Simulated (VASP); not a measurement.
Wanted: the native input for a VASP 6.6.1 run.

* Task: single point
* Functional: RPBE
* Potentials or basis: VASP PAW PBE potentials, release 64 (Sb, Ga_d)
* Cutoff: 520 eV
* k mesh: 8 × 8 × 8
* Occupations: fermi-dirac, width 0.05 eV
* Spin: no spin polarisation
* Dipole correction: no
* Further INCAR settings: ALGO = Normal; EDIFF = 1e-07; NBANDS = 16

The structure of GaSb lies in POSCAR:

```
GaSb
1.0
    0.0000000000      3.0590000000      3.0590000000
    3.0590000000      0.0000000000      3.0590000000
    3.0590000000      3.0590000000      0.0000000000
Sb Ga
1 1
Direct
    0.7500000000      0.7500000000      0.7500000000
    0.0000000000      0.0000000000      0.0000000000
```

These files were run (other wordings do the same):

INCAR

```
SYSTEM = GaSb
PREC     = Accurate       ! precision mode
ENCUT    = 520            ! plane-wave cutoff, eV
EDIFF    = 1E-7           ! SCF threshold, eV
ISMEAR   = -1             ! smearing method
SIGMA    = 0.05           ! smearing width, eV
LREAL    = .False.        ! projectors in reciprocal space
LASPH    = .True.         ! aspherical terms in the spheres
NELM     = 60             ! most SCF steps
ALGO     = Normal         ! electronic algorithm
ISIF     = 2              ! what is computed and relaxed
LWAVE    = .False.        ! write WAVECAR
LCHARG   = .True.         ! write CHGCAR
GGA      = RP             ! functional
LELF     = .True.         ! ELF
LVHAR    = .True.       
NBANDS   = 16             ! bands
```

KPOINTS

```
regular mesh
0
Gamma
  8 8 8
  0 0 0
```

Potentials or basis: VASP PAW PBE potentials, release 64 (Sb, Ga_d).

Run with:

```console
$ cat potpaw_PBE.64/Sb/POTCAR potpaw_PBE.64/Ga_d/POTCAR > POTCAR
$ mpirun -np 1 vasp_std > vasp.out
```

Results of the run:

| Property | Result |
| --- | --- |
| Pressure | 4.0 GPa |
| Band gap on the k mesh | 0.13 eV, direct |

Caveat: the PAW data sets were made with another functional, which shifts forces and pressure a little; spin-orbit coupling is left out, which moves the levels of the heavy elements.

Run time: 24 s on 1 thread of Intel(R) Xeon(R) Platinum 8259CL CPU @ 2.50GHz (Skylake/Cascade Lake), on a shared host, peak memory 0.19 GiB.
